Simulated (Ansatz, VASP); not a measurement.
**CsSe2I6 in VASP and in Ansatz**

```
CELL_PARAMETERS angstrom
0.00000 5.72058 5.72058
5.72058 0.00000 5.72058
5.72058 5.72058 0.00000
ATOMIC_POSITIONS crystal
Cs 0.00000 0.00000 0.00000
Se 0.25000 0.25000 0.25000
Se 0.75000 0.75000 0.75000
I 0.24322 0.75678 0.24322
I 0.75678 0.24322 0.75678
I 0.75678 0.24322 0.24322
I 0.75678 0.75678 0.24322
I 0.24322 0.75678 0.75678
I 0.24322 0.24322 0.75678
```

Change from the starting cell: species swapped into the Rb2SnBr6 type (Fm-3m, No. 225).

Alike in both runs: task relaxation of cell and atoms; functional PBE; k mesh 4 × 4 × 4; occupations gaussian, width 0.1 eV; no spin polarisation.

|  | VASP | Ansatz |
| --- | --- | --- |
| version | VASP 6.6.1 | Ansatz 0.2.0 |
| potentials or method | VASP PAW PBE potentials, release 64 (Cs_sv, Se, I), cutoff 600 eV | scalar-relativistic, plane waves, PAW |
| valence electrons in the cell | 63 | 143 |

Ansatz gave:

* gap on the k mesh at the Fermi level, each at its own relaxed structure (eV): none
* relaxed volume (Å³/atom): 45.81
* relaxed length of the cell vector where the two differ most in proportion (Å): 8.354

**Question.** What did VASP give for the same quantities?

**Answer.** gap on the k mesh at the Fermi level, each at its own relaxed structure (eV): none; relaxed volume (Å³/atom): 46.52; relaxed length of the cell vector where the two differ most in proportion (Å): 8.397.

A gap of «none» marks a metal or a gap that the smearing closes. VASP's potentials hold 63 valence electrons a cell and Ansatz's 143, so a difference there can come from the potentials and not from the codes.

Spin-orbit coupling is off throughout.
